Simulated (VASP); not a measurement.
# Mg8HO8 (a cell with a defect) in VASP: a series of runs, part 2 of 2

VASP 6.6.1. The steps go on from the part before.

### 3 Single point, PBE, collinear spin

INCAR

```
SYSTEM = Mg8HO8
PREC = Accurate
ENCUT = 520
EDIFF = 1E-6
ISMEAR = 0
SIGMA = 0.05
LREAL = .FALSE.
LASPH = .TRUE.
NELM = 200
ALGO = Normal
ISIF = 2
LWAVE = .FALSE.
LCHARG = .FALSE.
ISPIN = 2
MAGMOM = 0 0 0 0 0 0 0 0 0 0 0.09 0 0.09 0 0.09 0.09 0.32
LORBIT = 11
GGA = PE
NBANDS = 50
GGA_COMPAT = .FALSE.
```

KPOINTS

```
regular mesh
0
G
  1 1 1
  0 0 0
```

POSCAR

```
Mg8HO8
1.0
    0.0000000000      4.2052000000      4.2052000000
    4.2052000000      0.0000000000      4.2052000000
    4.2052000000      4.2052000000      0.0000000000
Mg O H
8 8 1
Direct
   -0.0058244554     -0.0052092647      0.0047883573
   -0.0058225530     -0.0052076001      0.5069005041
    0.0009811662      0.4985957862      0.0005424237
    0.0244547227      0.4812953011      0.4974467326
    0.4979792875      0.0015969514      0.0005423048
    0.4806803481      0.0250689622      0.4974460192
    0.5045899125      0.5052060544     -0.0087511890
    0.5045968087      0.5052129506      0.4996144060
    0.2490969514      0.2497135689      0.2478518263
    0.2490981404      0.2497130933      0.7539878008
    0.2441462951      0.7448506611      0.2558311139
    0.2479121088      0.7553388662      0.7487046989
    0.7442353515      0.2447623181      0.2558309950
    0.7547243889      0.2485275373      0.7487039855
    0.7520720774      0.7526908352      0.2293877818
    0.7520735042      0.7526886949      0.7665158613
    0.6847201084      0.6853343480      0.5653702559
```

Potentials or basis: VASP PAW PBE potentials, release 64 (Mg, O, H).

Run with:

```bash
cat potpaw_PBE.64/Mg/POTCAR potpaw_PBE.64/O/POTCAR potpaw_PBE.64/H/POTCAR > POTCAR
mpirun -np 1 vasp_gam > vasp.out
```

OUTCAR:

```text
SYSTEM = Mg8HO8
   PREC = Accurate
   ENCUT = 520
   EDIFF = 1E-6
   ISMEAR = 0
   LREAL = .FALSE.
   LASPH = .TRUE.
   NELM = 200
   ISIF = 2
   ISPIN = 2
   LORBIT = 11
   GGA = PE

 ion  position               nearest neighbor table
   1  0.994  0.995  0.005-  15 2.04  12 2.08  14 2.08  11 2.11  13 2.11  10 2.14   3 2.94   5 2.94
                             4 2.96   6 2.96   2 2.96   7 2.97   7 2.97   2 2.99   6 3.00   4 3.00
   2  0.994  0.995  0.507-  16 2.04  14 2.08  12 2.08  11 2.11  13 2.11   9 2.14   3 2.94   5 2.94
                             6 2.96   4 2.96   1 2.96   8 2.97   8 2.97   1 2.99   4 3.00   6 3.00
   3  0.001  0.499  0.001-  16 2.03  15 2.03   9 2.08  10 2.08  12 2.12  13 2.15   1 2.94   2 2.94
                             5 2.96   8 2.96   7 2.96   4 2.98   4 2.98   7 2.99   8 2.99   5 2.99
   4  0.024  0.481  0.497-  17 1.71   9 2.03  10 2.03  11 2.04  14 2.12  15 2.27  16 2.27   6 2.71
                             7 2.94   8 2.94   2 2.96   1 2.96   3 2.98   3 2.98   1 3.00   2 3.00
   5  0.498  0.002  0.001-  16 2.03  15 2.03   9 2.08  10 2.08  14 2.12  11 2.15   1 2.94   2 2.94
                             3 2.96   8 2.96   7 2.96   6 2.98   6 2.98   7 2.99   8 2.99   3 2.99
   6  0.481  0.025  0.497-  17 1.71   9 2.03  10 2.03  13 2.04  12 2.12  15 2.27  16 2.27   4 2.71
                             7 2.94   8 2.94   2 2.96   1 2.96   5 2.98   5 2.98   1 3.00   2 3.00
   7  0.505  0.505  0.991-  16 2.09  12 2.10  14 2.10  17 2.11  11 2.12  13 2.12   9 2.15   8 2.92
                             4 2.94   6 2.94   5 2.96   3 2.96   1 2.97   1 2.97   3 2.99   5 2.99
   8  0.505  0.505  0.500-  15 2.09  12 2.10  14 2.10  17 2.11  11 2.12  13 2.12  10 2.15   7 2.92
                             4 2.94   6 2.94   5 2.96   3 2.96   2 2.97   2 2.97   3 2.99   5 2.99
   9  0.249  0.250  0.248-   4 2.03   6 2.03   3 2.08   5 2.08   2 2.14   7 2.15
  10  0.249  0.250  0.754-   4 2.03   6 2.03   5 2.08   3 2.08   1 2.14   8 2.15
  11  0.244  0.745  0.256-   4 2.04   2 2.11   1 2.11   7 2.12   8 2.12   5 2.15
  12  0.248  0.755  0.749-   1 2.08   2 2.08   8 2.10   7 2.10   6 2.12   3 2.12
[... 343 lines left out ...]
      2.09898      0.00641      2.10082         0.014485     -0.014420      0.030778
      4.11581      2.19470      2.12678         0.048602     -0.048940      0.086320
      0.00900      2.09638      2.10082        -0.014420      0.014485      0.030778
      2.19728      4.11322      2.12678        -0.048940      0.048602      0.086320
[... 9 lines left out ...]
      6.38856      6.38597      6.32783        -0.055628     -0.055628      0.068416
      5.25946      5.25688      5.76135         0.000475      0.000475     -0.711683
 -----------------------------------------------------------------------------------
    total drift:                               -0.032108      0.032266      0.000083

  FREE ENERGIE OF THE ION-ELECTRON SYSTEM (eV)
  ---------------------------------------------------
  free  energy   TOTEN  =       -87.6584971859 eV

  energy  without entropy=      -87.6584971859  energy(sigma->0) =      -87.65849719

 total charge

# of ion       s       p       d       tot
------------------------------------------
    1        0.129   0.181   0.089   0.400
    2        0.129   0.181   0.089   0.400
    3        0.135   0.185   0.092   0.411
    4        0.141   0.195   0.096   0.432
    5        0.135   0.185   0.092   0.411
    6        0.141   0.195   0.096   0.432
[... 9 lines left out ...]
   16        1.539   3.613   0.000   5.152
   17        0.527   0.023   0.000   0.550
--------------------------------------------------
tot         13.741  30.669   0.724  45.134

 magnetization (x)

# of ion       s       p       d       tot
------------------------------------------
    1        0.003   0.002   0.001   0.006
    2        0.003   0.002   0.001   0.006
    3        0.011   0.007   0.002   0.020
    4        0.006   0.005   0.005   0.016
    5        0.011   0.007   0.002   0.020
    6        0.006   0.005   0.005   0.016
[... 9 lines left out ...]
   16        0.034   0.092   0.000   0.126
   17        0.262   0.002   0.000   0.263
--------------------------------------------------
tot          0.399   0.219   0.017   0.634
```

stdout:

```text
POSCAR found type information on POSCAR MgO H
 POSCAR found :  3 types and      17 ions
 scaLAPACK will be used
 -----------------------------------------------------------------------------
|                                                                             |
|                                                                             |
|     You have a (more or less) 'large supercell' and for larger cells it     |
|     might be more efficient to use real-space projection operators.         |
|     Therefore, try LREAL= Auto in the INCAR file.                           |
|     Mind: For very accurate calculation, you might also keep the            |
|     reciprocal projection scheme (i.e. LREAL=.FALSE.).                      |
|                                                                             |
 -----------------------------------------------------------------------------

 LDA part: xc-table for (Slater+PW92), standard interpolation
 POSCAR, INCAR and KPOINTS ok, starting setup
 FFT: planning ... GRIDC
 FFT: planning ... GRID_SOFT
 FFT: planning ... GRID
 WAVECAR not read
 entering main loop
```

Wall time 1.7 min (1 thread of Intel Xeon 8259CL, shared host); peak memory 0.39 GiB.

What came out:

* Free energy: -87.6585 eV
* Pressure: 17.0 GPa
* Largest force: 0.712 eV/Å
* Net moment: 1.00 μB per cell
* Site moments: Mg +0.01, +0.02, +0.00 (each value once); O -0.00, +0.02, +0.13 (each value once); H +0.26 μB
* Valence electrons inside the program's atomic spheres: Mg 0.40, 0.41, 0.43, 0.39 (each value once); O 5.18, 5.16, 5.15 (each value once); H 0.55

Forces in eV/Å, atoms in the order of the input:
```
Mg  -0.008 -0.008  0.065
Mg   0.008  0.008  0.065
Mg   0.014 -0.014  0.031
Mg   0.049 -0.049  0.086
Mg  -0.014  0.014  0.031
Mg  -0.049  0.049  0.086
Mg   0.002  0.002  0.014
Mg  -0.002 -0.002  0.014
O   -0.001 -0.001  0.038
O    0.001  0.001  0.038
O    0.006 -0.006  0.062
O    0.019 -0.019 -0.009
O   -0.006  0.006  0.062
O   -0.019  0.019 -0.009
O    0.055  0.055  0.069
O   -0.056 -0.056  0.068
H    0.000  0.000 -0.712
```

Levels at points of the mesh, in eV from the Fermi level:
Spin up:
| k point | band 29 | band 30 | band 31 | band 32 | band 33 | band 34 | band 35 | band 36 | band 37 | band 38 |
| --- | --- | --- | --- | --- | --- | --- | --- | --- | --- | --- |
| (0.00, 0.00, 0.00) | -2.43 | -1.90 | -1.86 | -1.84 | -0.28 | 3.21 | 5.67 | 5.75 | 5.79 | 6.28 |
Spin down:
```tsv
k point	band 28	band 29	band 30	band 31	band 32	band 33	band 34	band 35	band 36	band 37
(0.00, 0.00, 0.00)	-2.41	-2.41	-1.81	-1.80	-1.79	1.23	3.40	5.74	5.78	5.81
```

Caveat: the k points lie up to 1.29 Å⁻¹ apart.

### 4 Single point, PBE, collinear spin

INCAR

```
SYSTEM = Mg8HO8
PREC = Accurate ; ENCUT = 520
EDIFF = 1E-7 ; ISMEAR = 0
SIGMA = 0.05 ; LREAL = Auto
LASPH = .TRUE. ; NELM = 150
ALGO = Normal ; ISIF = 2
LWAVE = .FALSE. ; LCHARG = .FALSE.
ISPIN = 2 ; MAGMOM = 0 0 0 0 0 0 0 0 0 0 0.09 0 0.09 0 0.09 0.09 0.32
LORBIT = 11 ; GGA = PE
NBANDS = 50
```

KPOINTS

```
Automatic mesh
0
G
  2 2 2
  0 0 0
```

POSCAR

```
Mg8HO8
1.0
    0.0000000000      4.2052000000      4.2052000000
    4.2052000000      0.0000000000      4.2052000000
    4.2052000000      4.2052000000      0.0000000000
Mg O H
8 8 1
Direct
   -0.0034029297     -0.0049084467      0.0065157424
   -0.0040012366     -0.0054972415      0.5014698469
    0.0066540236      0.4955962856     -0.0006985399
    0.0107032959      0.4823629078      0.5060599971
    0.4973768192      0.0046435366     -0.0005324360
    0.4832879530      0.0096443689      0.5062373966
    0.5045739798      0.5030144821     -0.0002096214
    0.5043918244      0.5028841672      0.4961353800
    0.2513227671      0.2497485256      0.2503703748
    0.2511156425      0.2497192761      0.7526304337
    0.2593431941      0.7461114810      0.2487543993
    0.2547448397      0.7512510701      0.7482956815
    0.7475487492      0.2578854751      0.2487998193
    0.7528152050      0.2530237563      0.7483837867
    0.7463187244      0.7443052649      0.2284246885
    0.7484385998      0.7467135927      0.7731311234
    0.8370261819      0.8368708979      0.3999711072
```

Run with:

```bash
cat potpaw_PBE.64/Mg/POTCAR potpaw_PBE.64/O/POTCAR potpaw_PBE.64/H/POTCAR > POTCAR
mpirun -np 1 vasp_std > vasp.out
```

Wall time 3.5 min (1 thread of Intel Xeon 6975P-C (Granite Rapids), shared host); peak memory 0.43 GiB.

It converged, with:

- Free energy: -94.3123 eV
- Pressure: 11.8 GPa
- Largest force: 0.643 eV/Å
- Net moment: 0.75 μB per cell
- Site moments: Mg +0.00, -0.00, +0.01 (each value once); O -0.00, +0.05, +0.13, +0.10 (each value once); H +0.21 μB
- Valence electrons inside the program's atomic spheres: Mg 0.41, 0.40, 0.44, 0.43, 0.42 (each value once); O 5.12, 5.11, 5.09, 5.10 (each value once); H 0.58

Forces on the atoms (eV/Å):
```
Mg  -0.034 -0.036  0.039
Mg   0.027  0.025  0.033
Mg   0.066 -0.063 -0.032
Mg   0.039 -0.070 -0.031
Mg  -0.056  0.057 -0.023
Mg  -0.065  0.036 -0.037
Mg  -0.024 -0.021 -0.045
Mg   0.005  0.008 -0.042
O   -0.003 -0.001 -0.030
O   -0.030 -0.024 -0.031
O   -0.040 -0.005 -0.026
O   -0.009 -0.007 -0.048
O   -0.001 -0.042 -0.015
O   -0.004 -0.011 -0.047
O    0.244  0.241 -0.108
O   -0.168 -0.170 -0.193
H    0.055  0.084  0.635
```

Stress tensor (GPa, compression positive):
```
12.64 -0.08 -0.02
-0.08 12.61 -0.02
-0.02 -0.02 10.16
```

Levels at points of the mesh, in eV from the Fermi level:
Spin up:
| k point | band 31 | band 32 | band 33 | band 34 | band 35 | band 36 |
| --- | --- | --- | --- | --- | --- | --- |
| (0.00, 0.00, 0.00) | -3.32 | -3.32 | -1.66 | 1.99 | 4.55 | 4.60 |
| (0.50, 0.00, 0.00) | -3.63 | -3.61 | -0.74 | 3.76 | 4.54 | 6.04 |
| (0.00, 0.50, 0.00) | -3.63 | -3.61 | -0.73 | 3.76 | 4.54 | 6.04 |
| (0.00, 0.00, 0.50) | -3.64 | -3.64 | -0.24 | 3.79 | 4.38 | 6.14 |
| (0.50, 0.50, 0.50) | -3.63 | -3.63 | -0.12 | 3.81 | 4.32 | 6.18 |
| (0.50, 0.50, 0.00) | -3.91 | -3.87 | -0.29 | 4.71 | 5.18 | 6.03 |
| (0.00, 0.50, 0.50) | -3.95 | -3.87 | 0.00 | 4.74 | 5.13 | 5.98 |
| (0.50, 0.00, 0.50) | -3.95 | -3.87 | 0.00 | 4.74 | 5.13 | 5.98 |
Spin down:
```csv
k point,band 28,band 29,band 30,band 31,band 32,band 33,band 34,band 35,band 36,band 37
"(0.00, 0.00, 0.00)",-3.88,-3.87,-3.25,-3.24,-3.19,-0.60,2.10,4.58,4.62,4.63
"(0.50, 0.00, 0.00)",-4.13,-3.70,-3.67,-3.52,-3.42,0.33,3.78,4.61,6.10,6.30
"(0.00, 0.50, 0.00)",-4.14,-3.70,-3.67,-3.52,-3.42,0.34,3.78,4.61,6.10,6.31
"(0.00, 0.00, 0.50)",-4.17,-3.66,-3.64,-3.55,-3.52,0.82,3.82,4.45,6.19,6.26
"(0.50, 0.50, 0.50)",-4.18,-3.66,-3.63,-3.56,-3.52,0.95,3.84,4.39,6.23,6.25
"(0.50, 0.50, 0.00)",-3.98,-3.96,-3.85,-3.82,-3.68,0.80,4.75,5.22,6.07,6.20
"(0.00, 0.50, 0.50)",-4.01,-3.97,-3.88,-3.82,-3.76,1.09,4.78,5.16,6.03,6.24
"(0.50, 0.00, 0.50)",-4.00,-3.97,-3.88,-3.82,-3.76,1.09,4.78,5.16,6.03,6.25
```

Caveat: the k points lie up to 0.65 Å⁻¹ apart.

### 5 Single point, PBE, collinear spin

INCAR

```
PREC     = Accurate       # precision mode
ENCUT    = 520            # plane-wave cutoff, eV
EDIFF    = 1E-7           # SCF threshold, eV
ISMEAR   = 0              # smearing method
SIGMA    = 0.05           # smearing width, eV
LREAL    = Auto         
LASPH    = True           # aspherical terms in the spheres
NELM     = 150            # most SCF steps
ALGO     = Normal         # electronic algorithm
ISIF     = 2              # what is computed and relaxed
LWAVE    = False          # write WAVECAR
LCHARG   = False          # write CHGCAR
ISPIN    = 2              # spin polarisation
MAGMOM   = 0 0 0 0 0 0 0 0 0 0 0.09 0 0.09 0 0.09 0.09 0.32 # initial moments
LORBIT   = 11             # projections on sites
GGA      = PE             # functional
NBANDS   = 50             # bands
```

KPOINTS

```
regular mesh
0
Gamma
  2 2 2
```

POSCAR

```
Mg8HO8
1.0
    0.0000000000      4.2052000000      4.2052000000
    4.2052000000      0.0000000000      4.2052000000
    4.2052000000      4.2052000000      0.0000000000
Mg O H
8 8 1
Direct
   -0.0097450775     -0.0100392371      0.0130864168
   -0.0072880006     -0.0075900076      0.5080741701
    0.0095812328      0.4903719205      0.0003250737
    0.0259276610      0.4740278703      0.5073168934
    0.4911257491      0.0088274042      0.0003488538
    0.4735901979      0.0263631932      0.5074206934
    0.5075447066      0.5072410349     -0.0067582992
    0.5099939361      0.5096978741      0.4933474032
    0.2501738324      0.2497802720      0.2506211357
    0.2501262722      0.2498285456      0.7575330543
    0.2456572815      0.7460974508      0.2556166175
    0.2547449586      0.7537483354      0.7472506658
    0.7462056501      0.2452104537      0.2557890231
    0.7538553458      0.2542964663      0.7474178398
    0.7504700133      0.7494848045      0.2057225578
    0.7503496861      0.7496048939      0.7813646200
    0.7496335489      0.7503093789      0.4789617616
```

Run with:

```bash
cat potpaw_PBE.64/Mg/POTCAR potpaw_PBE.64/O/POTCAR potpaw_PBE.64/H/POTCAR > POTCAR
mpirun -np 1 vasp_std > vasp.out
```

Wall time 5.4 min (1 thread of Intel Xeon 6975P-C (Granite Rapids), shared host); peak memory 0.42 GiB.

It converged, with:

| Quantity | Value |
| --- | --- |
| Free energy | -94.0328 eV |
| Pressure | 13.5 GPa |
| Largest force | 0.062 eV/Å |
| Net moment | 0.00 μB per cell |
| Valence electrons inside the program's atomic spheres | Mg 0.41, 0.45, 0.47 (each value once); O 5.12, 5.14, 5.11, 5.09, 5.08 (each value once); H 0.59 |

Forces on the atoms (eV/Å):
```
Mg   0.004  0.003  0.039
Mg  -0.004 -0.005  0.016
Mg   0.027 -0.028  0.000
Mg   0.018 -0.011  0.000
Mg  -0.022  0.023  0.000
Mg  -0.021  0.024  0.000
Mg  -0.004 -0.005 -0.016
Mg   0.004  0.003 -0.039
O   -0.001 -0.007  0.000
O   -0.018 -0.026  0.000
O    0.013 -0.008  0.012
O   -0.009  0.013 -0.024
O   -0.009  0.013  0.024
O    0.013 -0.008 -0.012
O    0.047  0.040  0.000
O   -0.029 -0.029  0.000
H   -0.009  0.007  0.000
```

Stress tensor (GPa, compression positive):
```
16.31 -0.90  0.00
-0.90 16.26  0.00
 0.00  0.00  8.03
```

Levels at points of the mesh, in eV from the Fermi level:
Spin up:
```tsv
k point	band 30	band 31	band 32	band 33	band 34	band 35
(0.00, 0.00, 0.00)	-3.51	-3.51	-3.44	-1.02	1.92	4.34
(0.50, 0.00, 0.00)	-3.90	-3.79	-3.66	-0.53	3.50	4.55
(0.00, 0.50, 0.00)	-3.90	-3.79	-3.66	-0.53	3.50	4.55
(0.00, 0.00, 0.50)	-3.84	-3.82	-3.80	0.75	3.63	4.07
(0.50, 0.50, 0.50)	-3.84	-3.82	-3.80	0.75	3.63	4.07
(0.50, 0.50, 0.00)	-4.02	-4.01	-3.94	-0.26	4.49	5.07
(0.00, 0.50, 0.50)	-4.12	-4.09	-4.07	0.79	4.50	5.00
(0.50, 0.00, 0.50)	-4.12	-4.09	-4.07	0.79	4.50	5.00
```
Spin down:
| k point | band 28 | band 29 | band 30 | band 31 | band 32 | band 33 | band 34 | band 35 | band 36 | band 37 |
| --- | --- | --- | --- | --- | --- | --- | --- | --- | --- | --- |
| (0.00, 0.00, 0.00) | -4.04 | -4.03 | -3.51 | -3.51 | -3.44 | -1.02 | 1.92 | 4.34 | 4.41 | 4.48 |
| (0.50, 0.00, 0.00) | -4.31 | -3.92 | -3.90 | -3.79 | -3.66 | -0.53 | 3.50 | 4.55 | 5.75 | 5.97 |
| (0.00, 0.50, 0.00) | -4.31 | -3.92 | -3.90 | -3.79 | -3.66 | -0.53 | 3.50 | 4.55 | 5.75 | 5.97 |
| (0.00, 0.00, 0.50) | -4.43 | -3.92 | -3.84 | -3.82 | -3.80 | 0.75 | 3.63 | 4.07 | 5.94 | 5.99 |
| (0.50, 0.50, 0.50) | -4.43 | -3.92 | -3.84 | -3.82 | -3.80 | 0.75 | 3.63 | 4.07 | 5.94 | 5.99 |
| (0.50, 0.50, 0.00) | -4.12 | -4.11 | -4.02 | -4.01 | -3.94 | -0.26 | 4.49 | 5.07 | 5.70 | 6.02 |
| (0.00, 0.50, 0.50) | -4.24 | -4.21 | -4.12 | -4.09 | -4.07 | 0.79 | 4.50 | 5.00 | 5.65 | 6.20 |
| (0.50, 0.00, 0.50) | -4.24 | -4.21 | -4.12 | -4.09 | -4.07 | 0.79 | 4.50 | 5.00 | 5.65 | 6.20 |

Caveat: the k points lie up to 0.65 Å⁻¹ apart.

### 6 Overview

| cell | k mesh | gap on the mesh (eV) | pressure (GPa) | moment (μB) | largest force (eV/Å) |
| --- | --- | --- | --- | --- | --- |
| as given, atomic positions A | 1 × 1 × 1 | - | 17.0 | 1.00 | 0.71 |
| as given, atomic positions B | 2 × 2 × 2 | none | 11.8 | 0.75 | 0.64 |
| as given, atomic positions C | 2 × 2 × 2 | none | 13.5 | 0.00 | 0.06 |

Alike in all rows: task single point; level PBE; potentials or basis VASP PAW PBE potentials, release 64 (Mg, O, H); spin collinear; cutoff (eV) 520; smearing gaussian 0.05 eV.

Caveats: all runs use coarse meshes.

Absolute energies hang on the potentials; compare differences alone.
